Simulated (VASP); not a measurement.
# CuO (Cccm) in VASP: single point with PBE

Aim: the single point of CuO with PBE.

All numbers are computed with VASP 6.6.1; they aren't measurements. Logs are shortened: lines on timing, memory, paths and dates and some standing lists are left out, and cuts for length are marked.

### Step 1. The cell of the first run

Symmetry: Cccm, No. 66, orthorhombic system. The conventional cell has a = 4.022 Å, b = 4.350 Å, c = 5.156 Å, α = 90.00°, β = 90.00°, γ = 90.00°. Cu (site symmetry 2/m) has 4 O at 1.96 Å within 2.6 Å. Within 2.6 Å of O (site symmetry 222) lie 4 Cu at 1.96 Å and 2 O at 2.58 Å.

### Step 2. Single point, PBE

Input file INCAR:

```
SYSTEM = CuO
  PREC = Accurate
  ENCUT = 820
  EDIFF = 1E-6
  ISMEAR = -1
  SIGMA = 0.05
  LREAL = .False.
  LASPH = .True.
  NELM = 120
  ALGO = Normal
  ISIF = 2
  LWAVE = .False.
  LCHARG = .True.
  GGA = PE
  LELF = .True.
  LVHAR = .True.
  NBANDS = 33
  GGA_COMPAT = .False.
```

Input file KPOINTS:

```
Automatic mesh
0
Gamma
  8 8 5
  0 0 0
```

Input file POSCAR:

```
CuO
1.0
    2.0108776800     -2.1750855000      0.0000000000
    2.0108776800      2.1750855000      0.0000000000
    0.0000000000      0.0000000000      5.1559280000
Cu O
2 2
Direct
    0.5000000000      0.0000000000      0.0000000000
    0.0000000000      0.5000000000      0.5000000000
    0.5000000000      0.5000000000      0.2500000000
    0.5000000000      0.5000000000      0.7500000000
```

Potentials or basis: VASP PAW PBE potentials, release 64 (Cu_sv_GW, O).

On the command line:

```console
> cat potpaw_PBE.64/Cu_sv_GW/POTCAR potpaw_PBE.64/O/POTCAR > POTCAR
> mpirun -np 1 vasp_std > vasp.out
```

OUTCAR:

```text
SYSTEM = CuO
   PREC = Accurate
   ENCUT = 820
   EDIFF = 1E-6
   ISMEAR = -1
   LREAL = .False.
   LASPH = .True.
   NELM = 120
   ISIF = 2
   GGA = PE

 ion  position               nearest neighbor table
   1  0.500  0.000  0.000-   3 1.96   4 1.96   3 1.96   4 1.96
   2  0.000  0.500  0.500-   3 1.96   4 1.96   3 1.96   4 1.96
   3  0.500  0.500  0.250-   1 1.96   2 1.96   1 1.96   2 1.96
   4  0.500  0.500  0.750-   1 1.96   2 1.96   1 1.96   2 1.96

  LATTYP: Found a base centered orthorhombic cell.
 ALAT       =     4.0217553600
 B/A-ratio  =     1.0816597755
 C/A-ratio  =     1.2820093562

  Lattice vectors:

 A1 = (   2.0108776800,  -2.1750855000,   0.0000000000)
 A2 = (   2.0108776800,   2.1750855000,   0.0000000000)
 A3 = (   0.0000000000,   0.0000000000,   5.1559280000)

Analysis of symmetry for initial positions (statically):
=====================================================================
 Subroutine PRICEL returns:
 Original cell was already a primitive cell.

 Routine SETGRP: Setting up the symmetry group for a
 base centered orthorhombic supercell.

 Subroutine GETGRP returns: Found  8 space group operations
 (whereof  4 operations were pure point group operations)
 out of a pool of  8 trial point group operations.

The static configuration has the point symmetry C_2h.
 The point group associated with its full space group is D_2h.

Analysis of symmetry for dynamics (positions and initial velocities):
=====================================================================
 Subroutine PRICEL returns:
 Original cell was already a primitive cell.

 Routine SETGRP: Setting up the symmetry group for a
 base centered orthorhombic supercell.

 Subroutine GETGRP returns: Found  8 space group operations
 (whereof  4 operations were pure point group operations)
 out of a pool of  8 trial point group operations.

The dynamic configuration has the point symmetry C_2h.
 The point group associated with its full space group is D_2h.

 Subroutine INISYM returns: Found  8 space group operations
 (whereof  4 operations are pure point group operations),
 and found     1 'primitive' translations

----------------------------------------------------------------------------------------

                                     Primitive cell

  volume of cell :      45.1023

  direct lattice vectors                    reciprocal lattice vectors
     2.010877680 -2.175085500  0.000000000     0.248647645 -0.229876021  0.000000000
     2.010877680  2.175085500  0.000000000     0.248647645  0.229876021  0.000000000
     0.000000000  0.000000000  5.155928000     0.000000000  0.000000000  0.193951506

  length of vectors
     2.962199517  2.962199517  5.155928000     0.338627578  0.338627578  0.193951506

  position of ions in fractional coordinates (direct lattice)
     0.500000000  0.000000000  0.000000000
     0.000000000  0.500000000  0.500000000
     0.500000000  0.500000000  0.250000000
     0.500000000  0.500000000  0.750000000

  ion indices of the primitive-cell ions
   primitive index   ion index
                 1           1
                 2           2
                 3           3
                 4           4

----------------------------------------------------------------------------------------

 KPOINTS: Automatic mesh

Automatic generation of k-mesh.
 Grid dimensions read from file:
 generate k-points for:    8    8    5

 Generating k-lattice:

  Cartesian coordinates                     Fractional coordinates (reciprocal lattice)
     0.031080956 -0.028734503  0.000000000     0.125000000  0.000000000  0.000000000
     0.031080956  0.028734503  0.000000000     0.000000000  0.125000000  0.000000000
     0.000000000  0.000000000  0.038790301     0.000000000  0.000000000  0.200000000

  Length of vectors
     0.042328447  0.042328447  0.038790301

  Shift w.r.t. Gamma in fractional coordinates (k-lattice)
     0.000000000  0.000000000  0.000000000

 Subroutine IBZKPT returns following result:
 ===========================================

 Found     63 irreducible k-points:

 Following reciprocal coordinates:
            Coordinates               Weight
  0.000000  0.000000  0.000000      1.000000
  0.125000  0.000000  0.000000      4.000000
  0.250000  0.000000  0.000000      4.000000
  0.375000  0.000000  0.000000      4.000000
  0.500000  0.000000  0.000000      2.000000
  0.125000  0.125000  0.000000      2.000000
[... 16 lines left out ...]
  0.125000  0.000000  0.200000      8.000000
  0.250000  0.000000  0.200000      8.000000
 [... further k-points ...]
   k-points           NKPTS =     63   k-points in BZ     NKDIM =     63   number of bands    NBANDS=     33
   number of dos      NEDOS =    301   number of ions     NIONS =      4
   total plane-waves  NPLWV =  37632
   dimension x,y,z NGX =    28 NGY =   28 NGZ =   48
   dimension x,y,z NGXF=    56 NGYF=   56 NGZF=   96
   ions per type =               2   2
   NGX,Y,Z   is equivalent  to a cutoff of  15.71, 15.71, 15.48 a.u.
   NGXF,Y,Z  is equivalent  to a cutoff of  31.43, 31.43, 30.95 a.u.
 SYSTEM =  CuO
   PREC   = accura    normal or accurate (medium, high low for compatibility)
   ISTART =      0    job   : 0-new  1-cont  2-samecut
   ICHARG =      2    charge: 1-file 2-atom 10-const
   ISPIN  =      1    spin polarized calculation?
   LNONCOLLINEAR =      F non collinear calculations
   LSORBIT =      F    spin-orbit coupling
   LASPH  =      T    aspherical Exc in radial PAW
   ENCUT  =  820.0 eV  60.27 Ry    7.76 a.u.   6.92  6.92 12.04*2*pi/ulx,y,z
   NELM   =    120;   NELMIN=  2; NELMDL= -5     # of ELM steps
   EDIFF  = 0.1E-05   stopping-criterion for ELM
   LREAL  =      F    real-space projection
   EDIFFG = 0.1E-04   stopping-criterion for IOM
   NSW    =      0    number of steps for IOM
   IBRION =     -1    ionic relax: 0-MD 1-quasi-New 2-CG
   NFREE  =      0    steps in history (QN), initial steepest desc. (CG)
   ISIF   =      2    stress and relaxation
   ISYM   =      2    0-nonsym 1-usesym 2-fastsym
   POTIM  = 0.5000    time-step for ionic-motion
   TEBEG  =    0.0;   TEEND  =   0.0 temperature during run
   PSTRESS=    0.0 pullay stress
   NELECT =      50.0000    total number of electrons
   NUPDOWN=      -1.0000    fix difference up-down
   EMIN   =  10.00;   EMAX   =-10.00  energy-range for DOS
   EFERMI =   0.00;   METHOD = LEGACY
   ISMEAR =    -1;   SIGMA  =   0.05  broadening in eV -4-tet -1-fermi 0-gaus
   EFERMI_NEDOS =   21; number of points for ismear=-14 and -15
   IALGO  =     38    algorithm
   IMIX   =      4    mixing-type and parameters
     AMIX     =   0.40;   BMIX     =  1.00
     AMIX_MAG =   1.60;   BMIX_MAG =  1.00
  volume/ion in A,a.u.               =      11.28        76.09
  Fermi-wavevector in a.u.,A,eV,Ry     =   1.694332  3.201824 39.059082  2.870762
  Thomas-Fermi vector in A             =   2.775576
   LORBIT       =      0    0 simple, 1 ext, 2 COOP (PROOUT), +10 PAW based schemes
   GGA     = PE    functional components
   LHFCALC =     F    Hartree Fock is set to
   AEXX    =    0.0000 exact exchange contribution
   IVDW    =     0    specifies the selected vdW correction
   LEPSILON=     F    determine dielectric tensor
   LRPA    =     F    only Hartree local field effects (RPA)
 non-spin polarized calculation
  energy-cutoff  :      820.00
  volume of cell :       45.10
 maximum number of plane-waves:      2444
   NGX = 13   NGY = 13   NGZ = 25

 number of electron      49.9999977 magnetization

 Free energy of the ion-electron system (eV)
  ---------------------------------------------------
  ext. energy  EPLUGINS =         0.00000000
  ---------------------------------------------------
  free energy    TOTEN  =       -19.90592176 eV

  energy without entropy =      -19.88804095  energy(sigma->0) =      -19.89698136

 E-fermi :   4.6845     XC(G=0): -11.5573

 val. band max:        4.6361683258   @ k =   0.1250   0.1250   0.4000
 cond. band min:       4.6962576815   @ k =  -0.2500   0.1250   0.0000
 fundamental gap:      0.0600893557
 Fermi energy:         4.6845125962

 k-point     1 :       0.0000    0.0000    0.0000
  band No.  band energies     occupation
      1    -107.9671      2.00000
      2    -107.9666      2.00000
      3     -65.4569      2.00000
      4     -65.4567      2.00000
      5     -65.4250      2.00000
      6     -65.4201      2.00000
[... 25 lines left out ...]
     32      19.0751      0.00000
     33      19.4757      0.00000

 k-point     2 :       0.1250    0.0000    0.0000
  band No.  band energies     occupation
      1    -107.9671      2.00000
      2    -107.9667      2.00000
      3     -65.4584      2.00000
      4     -65.4568      2.00000
      5     -65.4248      2.00000
      6     -65.4202      2.00000
[... 25 lines left out ...]
     32      19.2845      0.00000
     33      19.4592      0.00000

 k-point     3 :       0.2500    0.0000    0.0000
  band No.  band energies     occupation
      1    -107.9668      2.00000
      2    -107.9666      2.00000
      3     -65.4622      2.00000
      4     -65.4566      2.00000
      5     -65.4240      2.00000
      6     -65.4204      2.00000
[... 25 lines left out ...]
     32      19.0491      0.00000
     33      19.7219      0.00000

 k-point     4 :       0.3750    0.0000    0.0000
  band No.  band energies     occupation
      1    -107.9667      2.00000
      2    -107.9665      2.00000
      3     -65.4659      2.00000
      4     -65.4565      2.00000
      5     -65.4229      2.00000
      6     -65.4210      2.00000
[... 25 lines left out ...]
     32      17.8409      0.00000
     33      19.3484      0.00000

 k-point     5 :       0.5000    0.0000    0.0000
  band No.  band energies     occupation
      1    -107.9666      2.00000
      2    -107.9665      2.00000
      3     -65.4674      2.00000
      4     -65.4563      2.00000
      5     -65.4222      2.00000
      6     -65.4216      2.00000
[... 604 lines left out ...]
 k-point    22 :       0.0000    0.0000    0.2000
  band No.  band energies     occupation
      1    -107.9672      2.00000
      2    -107.9668      2.00000
      3     -65.4569      2.00000
      4     -65.4568      2.00000
      5     -65.4248      2.00000
      6     -65.4208      2.00000
[... 25 lines left out ...]
     32      19.1598      0.00000
     33      19.3065      0.00000

 k-point    23 :       0.1250    0.0000    0.2000
  band No.  band energies     occupation
      1    -107.9671      2.00000
      2    -107.9668      2.00000
      3     -65.4584      2.00000
      4     -65.4568      2.00000
      5     -65.4245      2.00000
      6     -65.4207      2.00000
[... 25 lines left out ...]
     32      19.1127      0.00000
     33      19.8557      0.00000

 k-point    24 :       0.2500    0.0000    0.2000
  band No.  band energies     occupation
      1    -107.9669      2.00000
      2    -107.9667      2.00000
      3     -65.4621      2.00000
      4     -65.4567      2.00000
      5     -65.4238      2.00000
      6     -65.4209      2.00000
[... 25 lines left out ...]
     32      19.0816      0.00000
     33      19.7462      0.00000

 [... further k-points ...]

------------------------ aborting loop because EDIFF is reached ----------------------------------------

  FORCE on cell =-STRESS in cart. coord.  units (eV):
  Direction    XX          YY          ZZ          XY          YZ          ZX
  --------------------------------------------------------------------------------------
  -------------------------------------------------------------------------------------
  Total       -0.3272080     -0.7277773     -0.5243274     -0.0000000      0.0000000      0.0000000
  in kB      -11.6234651    -25.8529598    -18.6257742     -0.0000000      0.0000000      0.0000000
  external PRESSURE =     -18.7007330 kB  Pullay stress =       0.0000000 kB

 VOLUME and BASIS-vectors are now :
 -----------------------------------------------------------------------------
  energy-cutoff  :      820.00
  volume of cell :       45.10
      direct lattice vectors                 reciprocal lattice vectors
     2.010877680 -2.175085500  0.000000000     0.248647645 -0.229876021  0.000000000
     2.010877680  2.175085500  0.000000000     0.248647645  0.229876021  0.000000000
     0.000000000  0.000000000  5.155928000     0.000000000  0.000000000  0.193951506

 POSITION                                       TOTAL-FORCE (eV/Angst)
 -----------------------------------------------------------------------------------
      1.00544     -1.08754      0.00000         0.000000      0.000000      0.000000
      1.00544      1.08754      2.57796         0.000000      0.000000      0.000000
      2.01088      0.00000      1.28898         0.000000     -0.000000      0.000000
      2.01088      0.00000      3.86695         0.000000     -0.000000      0.000000
 -----------------------------------------------------------------------------------
    total drift:                                0.000000      0.000000     -0.000000

  FREE ENERGIE OF THE ION-ELECTRON SYSTEM (eV)
  ---------------------------------------------------
  free  energy   TOTEN  =       -19.9059217601 eV

  energy  without entropy=      -19.8880409541  energy(sigma->0) =      -19.89698136
```

It took 3 min on 1 thread of Intel Xeon Platinum 8259CL at 2.50GHz (Skylake/Cascade Lake), shared host; peak memory 0.32 GiB.

What came out:

```
Free energy            : -19.9059 eV
Pressure               : -1.9 GPa
Band gap on the k mesh : zero (bands 25 and 26 overlap by 0.84 eV)
```

Caveat: semilocal functionals often make such compounds metallic where correlation or magnetic order opens a gap, which also shifts bond lengths. With open d or f shells a metallic result of PBE can be an artefact of self-interaction; +U or a hybrid may open a gap.

The gap in the log of VASP goes by the Fermi energy; the results here count the filled bands.